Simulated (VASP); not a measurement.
Runs of VASP 6.6.1 on C. The structure is that of space group P6_3/mmc (No. 194), or close to it. The cells are those of the table. 

```csv
task,spin,cell,k mesh,cutoff (eV),gap on the mesh (eV),pressure (GPa)
single point,off,"a = 1.719, b = 1.719, c = 8.198 Å, angles 90.0, 90.0, 120.0°, 2 atoms",11 × 11 × 2,520,none,-0.1
single point,"non-collinear, zero start, SOC","a = 1.719, b = 1.719, c = 8.198 Å, angles 90.0, 90.0, 120.0°, 2 atoms",21 × 21 × 4,520,-,-0.6
single point,off,"a = 1.672, b = 1.672, c = 7.974 Å, angles 90.0, 90.0, 120.0°, 2 atoms",23 × 23 × 5,520,none,11.8
single point,off,"a = 1.786, b = 1.786, c = 8.514 Å, angles 90.0, 90.0, 120.0°, 2 atoms",23 × 23 × 5,520,none,(b)
single point,off,"a = 1.648, b = 1.648, c = 7.856 Å, angles 90.0, 90.0, 120.0°, 2 atoms",23 × 23 × 5,520,none,21.1
relaxation of cell and atoms,off,"relaxed from a = 2.107, b = 2.107, c = 3.441 Å, angles 90.0, 90.0, 120.0°, 2 atoms",17 × 17 × 9,600,none,-0.1
single point,off,"a = 1.719, b = 1.719, c = 8.198 Å, angles 90.0, 90.0, 120.0°, 2 atoms",34 × 34 × 7,520,none,-0.2
single point,off,"a = 1.696, b = 1.696, c = 8.088 Å, angles 90.0, 90.0, 120.0°, 2 atoms",23 × 23 × 5,520,none,(a)
```

Alike in all rows: level PBE; potentials or basis VASP PAW PBE potentials, release 64 (C); smearing fermi-dirac 0.1 eV.

Question: Estimate the missing entries.

Answer: (a) 4.8; (b) -6.4.

Caveats: some runs use coarse meshes; this functional lacks dispersion, which binds the layers, so the pressure and a relaxed spacing across them are unreliable (some runs).

A gap of «none» marks levels without a gap at the run's occupations.
